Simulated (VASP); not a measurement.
The system is HgS2.

```
Hg S
1.0
    -1.87592    1.87592    4.60188
     1.87592   -1.87592    4.60188
     1.87592    1.87592   -4.60188
Hg S
1 2
Direct
  0.00000 0.00000 0.00000
  0.66500 0.66500 0.00000
  0.33500 0.33500 0.00000
```

```yaml
Program: VASP 6.6.1
Task: relaxation of cell and atoms
Functional: PBE
Potentials_or_basis: VASP PAW PBE potentials, release 64 (Hg, S)
Cutoff: 600 eV
k_mesh: 6 × 6 × 6
Occupations: gaussian, width 0.1 eV
Spin: no spin polarisation
```

At the start: pressure -5.2 GPa; volume 21.59 Å³/atom.

How do energy, volume and symmetry change on relaxing?

Over 23 steps the energy falls by 338.9 meV/atom and the volume is 24.15 Å³/atom (+11.8 %); space group I4/mmm (No. 139, to 0.05 Å).

The path:
```tsv
step	energy change (eV)	largest force (eV/Å)	pressure (GPa)	volume (Å³)
1	0.0000	0.6326	-5.24	64.78
2	-0.2067	0.8256	0.87	58.35
3	-0.2157	0.8568	2.88	56.96
4	-0.4004	1.0657	4.53	56.52
5	0.2052	4.1080	23.10	54.40
6	-0.4252	1.0828	5.38	56.28
7	-0.4830	0.3776	10.48	55.45
8	-0.5001	0.8639	8.19	55.76
9	-0.6150	0.5243	6.64	57.58
10	-0.7015	0.4915	5.80	61.05
11	-0.7990	0.1083	1.96	63.96
12	-0.8214	0.5983	-0.95	66.89
13	-0.8220	0.5359	-0.57	66.48
14	-0.8367	0.4740	-0.53	66.66
15	-0.8745	0.2347	-0.27	67.20
16	-0.9125	0.4948	0.96	68.21
17	-0.9242	0.4378	0.70	68.52
18	-0.9553	0.3262	0.08	69.43
19	-1.0029	0.0820	-0.59	71.14
20	-1.0046	0.3106	-0.11	74.14
21	-1.0157	0.1246	-0.43	72.80
22	-1.0157	0.0949	-0.45	72.60
23	-1.0166	0.0302	-0.14	72.44
```

Final structure:
```xyz
3
Lattice="-1.9298 1.9298 4.8628 1.9298 -1.9298 4.8628 1.9298 1.9298 -4.8628" Properties=species:S:1:pos:R:3 pbc="T T T"
Hg    0.0000    0.0000    0.0000
S     0.0000    0.0000    5.9252
S     0.0000    0.0000    3.8004
```

Caveat: the k points lie up to 0.38 Å⁻¹ apart in the final cell.
